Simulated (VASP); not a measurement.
Te2Mo:

```xyz
6
Lattice="3.5421 0.0000 0.0000 -1.7711 3.0676 0.0000 0.0000 0.0000 14.1766" Properties=species:S:1:pos:R:3 pbc="T T T"
Te    0.0000    2.0450    8.8379
Te    1.7711    1.0225    1.7496
Te    0.0000    2.0450   12.4270
Te    1.7711    1.0225    5.3387
Mo    0.0000    2.0450    3.5442
Mo    1.7711    1.0225   10.6325
```

Base run:

| Property | Result |
| --- | --- |
| Program | VASP 6.6.1 |
| Functional | PBE |
| Potentials or basis | VASP PAW PBE potentials, release 64 (Te, Mo_sv) |
| Cutoff | 520 eV |
| k mesh | 6 × 6 × 2 |
| Occupations | gaussian, width 0.01 eV |
| Spin | no spin polarisation |

Its results: band gap on the k mesh 0.88 eV (least direct gap 1.00 eV); pressure 1.9 GPa; largest force 0.218 eV/Å.

Q: The run is repeated on the same cell with these changes: functional from PBE to r2SCAN; further incar settings from ALGO = Normal; EDIFF = 1e-07; NBANDS = 35 to ALGO = Normal; EDIFF = 1e-06; NBANDS = 35. What comes out?

A: Band gap on the k mesh 0.99 eV (least direct gap 1.08 eV); pressure 1.3 GPa; largest force 0.003 eV/Å.

Caveats: spin-orbit coupling is left out, which moves the levels of the heavy elements; this functional lacks dispersion, which binds layers or chains, so the pressure and a relaxed spacing across them are unreliable (at least some runs); the PAW data sets were made with another functional, which shifts forces and pressure a little (at least some runs).

A k mesh can miss the band edges.
